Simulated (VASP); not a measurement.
Here is a VASP 6.6.1 calculation.

The input INCAR:

```
SYSTEM = TlIn
ALGO = Normal ; EDIFF = 1E-8
ENCUT = 520 ; GGA = CA
ISIF = 2 ; ISMEAR = -1
LASPH = .True. ; LCHARG = .False.
LEFG = .True. ; LREAL = .False.
LWAVE = .False. ; NBANDS = 20
NELM = 100 ; PREC = Accurate
SIGMA = 0.05
```

File KPOINTS:

```
k-points
0
Gamma
  12 12 12
  0 0 0
```

The input POSCAR:

```
TlIn
1.0
    1.6164140409      0.9332370816      5.2814239023
   -1.6164140409      0.9332370816      5.2814239023
    0.0000000000     -1.8664741632      5.2814239023
Tl In
1 1
Direct
    0.5000000000      0.5000000000      0.5000000000
    0.0000000000      0.0000000000      0.0000000000
```

Potentials or basis: VASP PAW LDA potentials, release 64 (Tl_d, In_d).

Launch:

```sh
$ cat potpaw_LDA.64/Tl_d/POTCAR potpaw_LDA.64/In_d/POTCAR > POTCAR
$ mpirun -np 1 vasp_std > vasp.out
```

Q: What does it give for the pressure?

A: 4.8 GPa.

Q: Estimate the band gap on the k mesh.

A: Zero (bands 13 and 14 overlap by 6.01 eV).

Stress tensor (GPa, compression positive):
```
4.85 0.00 0.00
0.00 4.85 0.00
0.00 0.00 4.72
```

Caveat: the cell stands under pressure; without QUAD_EFG the Cq values of the log hold for a quadrupole moment of 1 mb, not for the nuclei; spin-orbit coupling is left out, which moves the levels of the heavy elements.
